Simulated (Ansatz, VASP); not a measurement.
# Co: VASP beside Ansatz

POSCAR

```
Co
1.0
   -1.3991784598      1.3991784598      1.3991784598
    1.3991784598     -1.3991784598      1.3991784598
    1.3991784598      1.3991784598     -1.3991784598
Co
1
Direct
    0.0000000000      0.0000000000      0.0000000000
```

File INCAR.step1:

```
PREC = Accurate ; ENCUT = 520
ISMEAR = -1 ; SIGMA = 0.05
LREAL = False ; LASPH = True
NELM = 150 ; ISPIN = 2
MAGMOM = 2.046 ; LMAXMIX = 4
NBANDS = 14 ; GGA = PE
ALGO = Normal ; EDIFF = 1E-4
LWAVE = True ; LCHARG = False
```

File INCAR.step2:

```
PREC = Accurate ; ENCUT = 520
EDIFF = 1E-7 ; ISMEAR = -1
SIGMA = 0.05 ; LREAL = False
LASPH = True ; NELM = 150
ALGO = Normal ; ISIF = 2
LWAVE = False ; LCHARG = False
ISPIN = 2 ; MAGMOM = 2.046
LORBIT = 11 ; LMAXMIX = 4
METAGGA = R2SCAN ; LMIXTAU = True
NBANDS = 14 ; ISTART = 1
```

Contents of KPOINTS:

```
regular mesh
0
Gamma
  18 18 18
```

Input for Ansatz:

```yaml
crystal:
  lattice:
    - [-1.3991784598, 1.3991784598, 1.3991784598]
    - [1.3991784598, -1.3991784598, 1.3991784598]
    - [1.3991784598, 1.3991784598, -1.3991784598]
  atoms:
    - { symbol: Co, position: [0.0, 0.0, 0.0], spin: 2.046 }
hamiltonian:
  xc: r2scan
  pseudopotentials:
    kind: paw
    azcp:
      Co: "pseudopotentials/Co.paw.azcp"
basis:
  ecutwfc: 500
  fft_grid_basis: typed
kpoints:
  mp_grid: { grid: [18, 18, 18], shift: [0, 0, 0] }
magnetization:
  spin_polarized: true
scf:
  occupations: { method: fermi_dirac, width: 0.05 }
  lower_state_search: "off"
output:
  stress: true
```

Alike in both runs: task single point; functional r2SCAN; k mesh 18 × 18 × 18; occupations fermi-dirac, width 0.05 eV; collinear spin.

|  | VASP | Ansatz |
| --- | --- | --- |
| version | VASP 6.6.1 | Ansatz 0.2.0 |
| potentials or method | VASP PAW PBE potentials, release 64 (Co), cutoff 520 eV | plane waves (500 eV) with PAW, scalar-relativistic |
| valence electrons in the cell | 9 | 17 |

Ansatz gave:

* pressure (GPa): 0.1
* net moment per atom (μB): 1.91
* size of the moment on the site where the two differ most (μB): 2.03

What did VASP give for the same quantities?

Pressure (GPa): 0.1; net moment per atom (μB): 1.91; size of the moment on the site where the two differ most (μB): 1.97.

VASP's potentials were made for PBE, not for r2SCAN. Site moments also hang on the region over which each program counts them. VASP's potentials hold 9 valence electrons a cell and Ansatz's 17, so a difference there can come from the potentials and not from the codes. Ansatz's warnings: stability check not made.
